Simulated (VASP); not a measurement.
Input of a VASP 6.6.1 run:

INCAR

```
PREC = Accurate ; ENCUT = 500
EDIFF = 1E-6 ; ISMEAR = 0
SIGMA = 0.05 ; LREAL = False
LASPH = True ; NELM = 120
ALGO = Normal ; ISIF = 2
LWAVE = False ; LCHARG = False
GGA = PE ; IVDW = 12
NBANDS = 20 ; GGA_COMPAT = False
```

Contents of KPOINTS:

```
regular mesh
0
Gamma
  9 9 4
```

Contents of POSCAR:

```
CdI2
1.0
    4.1378992343      0.0000000000      0.0000000000
   -2.0689496171      3.5835258553      0.0000000000
    0.0000000000      0.0000000000      6.8590000000
Cd I
1 2
Direct
    0.0000000000      0.0000000000      0.0000000000
    0.3333333333      0.6666666667      0.2492000000
    0.6666666667      0.3333333333      0.7508000000
```

Potentials or basis: VASP PAW PBE potentials, release 64 (Cd, I).

Command:

```sh
$ cat potpaw_PBE.64/Cd/POTCAR potpaw_PBE.64/I/POTCAR > POTCAR
$ mpirun -np 1 vasp_std > vasp.out
```

Problem. Predict the band gap on the k mesh.

Solution. 2.37 eV (least direct gap 2.72 eV).

Problem. Predict the pressure.

Solution. 2.5 GPa.

Problem. Predict the largest force.

Solution. 0.408 eV/Å.

Stress tensor (GPa, compression positive):
```
2.66 0.00 0.00
0.00 2.66 0.00
0.00 0.00 2.07
```

Caveat: the cell differs from its parent crystal (strain -0.025 along x and y, +0.000 along z); spin-orbit coupling is left out, which moves the levels of the heavy elements; an odd mesh through Γ misses points on the zone boundary, where band edges can lie.
